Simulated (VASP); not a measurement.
# GaP (F-43m) in VASP: settings compared

Aim: see how the results for GaP move with the level of theory and the settings. Levels: LDA, PBE. Tasks: vibrations by perturbation theory, G0W0 quasiparticle levels, dielectric tensor.

All numbers are computed with VASP 6.6.1; they aren't measurements. Logs are shortened: lines on timing, memory, paths and dates and some standing lists are left out, and cuts for length are marked.

## Step 1: The cell of the first run

It takes space group F-43m (No. 216, cubic). Conventional cell: a = 5.451 Å, b = 5.451 Å, c = 5.451 Å, α = 90.00°, β = 90.00°, γ = 90.00°. Ga (site symmetry -43m) has 4 P at 2.36 Å within 3.1 Å. P (site symmetry -43m) has 4 Ga at 2.36 Å within 3.1 Å.

## Step 2: Vibrations by perturbation theory, LDA

File INCAR:

```
SYSTEM = GaP
PREC = Accurate ; ENCUT = 520
EDIFF = 1E-8 ; ISMEAR = -1
SIGMA = 0.05 ; LREAL = .FALSE.
LASPH = .TRUE. ; NELM = 60
ALGO = Normal ; ISIF = 2
LWAVE = .FALSE. ; LCHARG = .FALSE.
NBANDS = 16 ; IBRION = 8
NSW = 1
```

File KPOINTS:

```
Automatic mesh
0
G
  6 6 6
  0 0 0
```

File POSCAR:

```
GaP
1.0
    0.0000000000      2.7252500000      2.7252500000
    2.7252500000      0.0000000000      2.7252500000
    2.7252500000      2.7252500000      0.0000000000
Ga P
1 1
Direct
    0.0000000000      0.0000000000      0.0000000000
    0.7500000000      0.7500000000      0.7500000000
```

Potentials or basis: VASP PAW LDA potentials, release 64 (Ga_d, P).

Started as:

```sh
cat potpaw_LDA.64/Ga_d/POTCAR potpaw_LDA.64/P/POTCAR > POTCAR
mpirun -np 1 vasp_std > vasp.out
```

OUTCAR:

```text
SYSTEM = GaP
   PREC = Accurate
   ENCUT = 520
   EDIFF = 1E-8
   ISMEAR = -1
   LREAL = .FALSE.
   LASPH = .TRUE.
   NELM = 60
   ISIF = 2
   IBRION = 8
   NSW = 1

 ion  position               nearest neighbor table
   1  0.000  0.000  0.000-   2 2.36   2 2.36   2 2.36   2 2.36
   2  0.750  0.750  0.750-   1 2.36   1 2.36   1 2.36   1 2.36

  LATTYP: Found a face centered cubic cell.
 ALAT       =     5.4505000000

  Lattice vectors:

 A1 = (   0.0000000000,   2.7252500000,   2.7252500000)
 A2 = (   2.7252500000,   0.0000000000,   2.7252500000)
 A3 = (   2.7252500000,   2.7252500000,   0.0000000000)

Analysis of symmetry for initial positions (statically):
=====================================================================
 Subroutine PRICEL returns:
 Original cell was already a primitive cell.

 Routine SETGRP: Setting up the symmetry group for a
 face centered cubic supercell.

 Subroutine GETGRP returns: Found 24 space group operations
 (whereof 24 operations were pure point group operations)
 out of a pool of 48 trial point group operations.

The static configuration has the point symmetry T_d .

Analysis of symmetry for dynamics (positions and initial velocities):
=====================================================================
 Subroutine PRICEL returns:
 Original cell was already a primitive cell.

 Routine SETGRP: Setting up the symmetry group for a
 face centered cubic supercell.

 Subroutine GETGRP returns: Found 24 space group operations
 (whereof 24 operations were pure point group operations)
 out of a pool of 48 trial point group operations.

The dynamic configuration has the point symmetry T_d .

 Subroutine INISYM returns: Found 24 space group operations
 (whereof 24 operations are pure point group operations),
 and found     1 'primitive' translations

----------------------------------------------------------------------------------------

                                     Primitive cell

  volume of cell :      40.4808

  direct lattice vectors                    reciprocal lattice vectors
     0.000000000  2.725250000  2.725250000    -0.183469406  0.183469406  0.183469406
     2.725250000  0.000000000  2.725250000     0.183469406 -0.183469406  0.183469406
     2.725250000  2.725250000  0.000000000     0.183469406  0.183469406 -0.183469406

  length of vectors
     3.854085511  3.854085511  3.854085511     0.317778334  0.317778334  0.317778334

  position of ions in fractional coordinates (direct lattice)
     0.000000000  0.000000000  0.000000000
     0.750000000  0.750000000  0.750000000

  ion indices of the primitive-cell ions
   primitive index   ion index
                 1           1
                 2           2

----------------------------------------------------------------------------------------

 KPOINTS: Automatic mesh

Automatic generation of k-mesh.
 Grid dimensions read from file:
 generate k-points for:    6    6    6

 Generating k-lattice:

  Cartesian coordinates                     Fractional coordinates (reciprocal lattice)
    -0.030578234  0.030578234  0.030578234     0.166666667  0.000000000  0.000000000
     0.030578234 -0.030578234  0.030578234     0.000000000  0.166666667  0.000000000
     0.030578234  0.030578234 -0.030578234     0.000000000  0.000000000  0.166666667

  Length of vectors
     0.052963056  0.052963056  0.052963056

  Shift w.r.t. Gamma in fractional coordinates (k-lattice)
     0.000000000  0.000000000  0.000000000

 Subroutine IBZKPT returns following result:
 ===========================================

 Found     16 irreducible k-points:

 Following reciprocal coordinates:
            Coordinates               Weight
  0.000000  0.000000  0.000000      1.000000
  0.166667  0.000000  0.000000      8.000000
  0.333333  0.000000  0.000000      8.000000
  0.500000  0.000000  0.000000      4.000000
  0.166667  0.166667  0.000000      6.000000
  0.333333  0.166667  0.000000     24.000000
[... 8 lines left out ...]
 -0.333333  0.333333  0.166667     24.000000
 -0.333333  0.500000  0.166667     12.000000
   k-points           NKPTS =     16   k-points in BZ     NKDIM =     16   number of bands    NBANDS=     16
   number of dos      NEDOS =    301   number of ions     NIONS =      2
   total plane-waves  NPLWV =  27000
   dimension x,y,z NGX =    30 NGY =   30 NGZ =   30
   dimension x,y,z NGXF=    60 NGYF=   60 NGZF=   60
   ions per type =               1   1
   NGX,Y,Z   is equivalent  to a cutoff of  12.94, 12.94, 12.94 a.u.
   NGXF,Y,Z  is equivalent  to a cutoff of  25.88, 25.88, 25.88 a.u.
 SYSTEM =  GaP
   PREC   = accura    normal or accurate (medium, high low for compatibility)
   ISTART =      0    job   : 0-new  1-cont  2-samecut
   ICHARG =      2    charge: 1-file 2-atom 10-const
   ISPIN  =      1    spin polarized calculation?
   LNONCOLLINEAR =      F non collinear calculations
   LSORBIT =      F    spin-orbit coupling
   LASPH  =      T    aspherical Exc in radial PAW
   ENCUT  =  520.0 eV  38.22 Ry    6.18 a.u.   7.17  7.17  7.17*2*pi/ulx,y,z
   NELM   =     60;   NELMIN=  2; NELMDL= -5     # of ELM steps
   EDIFF  = 0.1E-07   stopping-criterion for ELM
   LREAL  =      F    real-space projection
   EDIFFG = 0.1E-06   stopping-criterion for IOM
   NSW    =      1    number of steps for IOM
   IBRION =      8    ionic relax: 0-MD 1-quasi-New 2-CG
   NFREE  =      0    steps in history (QN), initial steepest desc. (CG)
   ISIF   =      2    stress and relaxation
   ISYM   =      2    0-nonsym 1-usesym 2-fastsym
   POTIM  = 0.5000    time-step for ionic-motion
   TEBEG  =    0.0;   TEEND  =   0.0 temperature during run
   PSTRESS=    0.0 pullay stress
   NELECT =      18.0000    total number of electrons
   NUPDOWN=      -1.0000    fix difference up-down
   EMIN   =  10.00;   EMAX   =-10.00  energy-range for DOS
   EFERMI =   0.00;   METHOD = LEGACY
   ISMEAR =    -1;   SIGMA  =   0.05  broadening in eV -4-tet -1-fermi 0-gaus
   EFERMI_NEDOS =   21; number of points for ismear=-14 and -15
   IALGO  =     38    algorithm
   IMIX   =      4    mixing-type and parameters
     AMIX     =   0.40;   BMIX     =  1.00
     AMIX_MAG =   1.60;   BMIX_MAG =  1.00
  volume/ion in A,a.u.               =      20.24       136.59
  Fermi-wavevector in a.u.,A,eV,Ry     =   1.249538  2.361284 21.243377  1.561344
  Thomas-Fermi vector in A             =   2.383574
   LORBIT       =      0    0 simple, 1 ext, 2 COOP (PROOUT), +10 PAW based schemes
   GGA     = CA    functional components
   LHFCALC =     F    Hartree Fock is set to
   AEXX    =    0.0000 exact exchange contribution
   IVDW    =     0    specifies the selected vdW correction
   LEPSILON=     F    determine dielectric tensor
   LRPA    =     F    only Hartree local field effects (RPA)
 non-spin polarized calculation
  energy-cutoff  :      520.00
  volume of cell :       40.48
 maximum number of plane-waves:      1113
 NGX is ok and might be reduce to    30
   NGX = 15   NGY = 15   NGZ = 15

--------------------------------------- Ionic step        1  -------------------------------------------

 number of electron      17.9999989 magnetization

 Free energy of the ion-electron system (eV)
  ---------------------------------------------------
  ext. energy  EPLUGINS =         0.00000000
  ---------------------------------------------------
  free energy    TOTEN  =       -10.42486334 eV

  energy without entropy =      -10.42486332  energy(sigma->0) =      -10.42486333

 E-fermi :   5.2385     XC(G=0): -10.1624

 val. band max:        4.5122393445   @ k =   0.0000   0.0000   0.0000
 cond. band min:       6.0025703923   @ k =   0.5000   0.5000   0.0000
 fundamental gap:      1.4903310479
 Fermi energy:         5.2384986107

 k-point     1 :       0.0000    0.0000    0.0000
  band No.  band energies     occupation
      1     -10.2009      2.00000
      2     -10.2009      2.00000
      3     -10.2009      2.00000
      4     -10.1030      2.00000
      5     -10.1030      2.00000
      6      -7.9990      2.00000
[... 283 lines left out ...]
      5     -10.0900      2.00000
      6      -4.9228      2.00000
[... 8 lines left out ...]
     15      16.3673      0.00000
     16      18.0576      0.00000

------------------------ aborting loop because EDIFF is reached ----------------------------------------

  FORCE on cell =-STRESS in cart. coord.  units (eV):
  Direction    XX          YY          ZZ          XY          YZ          ZX
  --------------------------------------------------------------------------------------
  -------------------------------------------------------------------------------------
  Total       -0.6634894     -0.6634894     -0.6634894      0.0000000      0.0000000      0.0000000
  in kB      -26.2600498    -26.2600498    -26.2600498      0.0000000      0.0000000      0.0000000
  external PRESSURE =     -26.2600498 kB  Pullay stress =       0.0000000 kB

 VOLUME and BASIS-vectors are now :
 -----------------------------------------------------------------------------
  energy-cutoff  :      520.00
  volume of cell :       40.48
      direct lattice vectors                 reciprocal lattice vectors
     0.000000000  2.725250000  2.725250000    -0.183469406  0.183469406  0.183469406
     2.725250000  0.000000000  2.725250000     0.183469406 -0.183469406  0.183469406
     2.725250000  2.725250000  0.000000000     0.183469406  0.183469406 -0.183469406

 POSITION                                       TOTAL-FORCE (eV/Angst)
 -----------------------------------------------------------------------------------
      0.00000      0.00000      0.00000         0.000000      0.000000      0.000000
      4.08788      4.08788      4.08788        -0.000000     -0.000000     -0.000000
 -----------------------------------------------------------------------------------
    total drift:                               -0.000000     -0.000000     -0.000000

  FREE ENERGIE OF THE ION-ELECTRON SYSTEM (eV)
  ---------------------------------------------------
  free  energy   TOTEN  =       -10.4248633379 eV

  energy  without entropy=      -10.4248633158  energy(sigma->0) =      -10.42486333

[... ionic steps 2 to 3 ...]

--------------------------------------- Ionic step        4  -------------------------------------------

------------------------ aborting loop because EDIFF is reached ----------------------------------------

[... ionic steps 5 to 6 ...]

--------------------------------------- Ionic step        7  -------------------------------------------

 Free energy of the ion-electron system (eV)
  ---------------------------------------------------
  ---------------------------------------------------
  free energy    TOTEN  =        -0.04766958 eV

  energy without entropy =       -0.04766958

------------------------ aborting loop because EDIFF is reached ----------------------------------------

 INTERNAL STRAIN TENSOR  FOR ION    2  DIRECTION 1   (eV/Angst):
 -----------------------------------------------------------------------------
    -0.01894  0.00000  0.00000
     0.00000  0.01231  6.38715
     0.00000  6.38715  0.01231

 INTERNAL STRAIN TENSOR FOR ION    2 for displacements in x,y,z  (eV/Angst):
          X           Y           Z          XY          YZ          ZX
  --------------------------------------------------------------------------------
  x     0.00000    -0.00000    -0.00000     0.00000     6.38715     0.00000
  y    -0.00000    -0.00000    -0.00000     0.00000     0.00000     6.38715
  z    -0.00000    -0.00000     0.00000     6.38715     0.00000     0.00000

 SECOND DERIVATIVES (NOT SYMMETRIZED)
 ------------------------------------
               1X          1Y          1Z          2X          2Y          2Z
  1X    -9.695443    0.000000    0.000000    9.695443    0.000000    0.000000
  1Y     0.000000   -9.695443    0.000000    0.000000    9.695443    0.000000
  1Z     0.000000    0.000000   -9.695443    0.000000    0.000000    9.695443
  2X     9.708931    0.000000    0.000000   -9.708931    0.000000    0.000000
  2Y     0.000000    9.708931    0.000000    0.000000   -9.708931    0.000000
  2Z     0.000000    0.000000    9.708931    0.000000    0.000000   -9.708931

 Eigenvectors and eigenvalues of the dynamical matrix
 ----------------------------------------------------

   1 f  =   10.516355 THz    66.076207 2PiTHz  350.787842 cm-1    43.492130 meV
             X         Y         Z           dx          dy          dz
      0.000000  0.000000  0.000000    -0.554347   -0.000000    0.000000
      4.087875  4.087875  4.087875     0.832286   -0.000000    0.000000
[... 21 lines left out ...]
   6 f/i=    0.003373 THz     0.021191 2PiTHz    0.112502 cm-1     0.013948 meV
             X         Y         Z           dx          dy          dz
      0.000000  0.000000  0.000000     0.814402    0.164039   -0.050409
      4.087875  4.087875  4.087875     0.542435    0.109259   -0.033575

--------------------------------------------------------------------------------------------------------

 ELASTIC MODULI CONTR FROM IONIC RELAXATION (kBar)
 Direction    XX          YY          ZZ          XY          YZ          ZX
 --------------------------------------------------------------------------------
 XX          -0.0000     -0.0000      0.0000      0.0000     -0.0000      0.0000
 YY          -0.0000     -0.0000     -0.0000      0.0000      0.0000      0.0000
 ZZ           0.0000     -0.0000     -0.0000     -0.0000      0.0000      0.0000
 XY           0.0000      0.0000     -0.0000   -164.6338     -0.0000     -0.0000
 YZ          -0.0000      0.0000      0.0000     -0.0000   -164.6338     -0.0000
 ZX           0.0000      0.0000      0.0000     -0.0000     -0.0000   -164.6338
 --------------------------------------------------------------------------------
```

Wall time 3.7 min (1 thread of Intel Xeon 8259CL, shared host); peak memory 0.22 GiB.

Results:

| Item | Value |
| --- | --- |
| Highest phonon frequency at Γ, LO-TO splitting left out | 351 cm⁻¹ |

Phonon frequencies in cm⁻¹ (negative: imaginary):
```tsv
q point	frequencies
(0.000, 0.000, 0.000)	0 0 0 351 351 351
```

Caveat: the cell stands under pressure or tension, which shifts response properties.

(Part 1 of 2 ends here.)
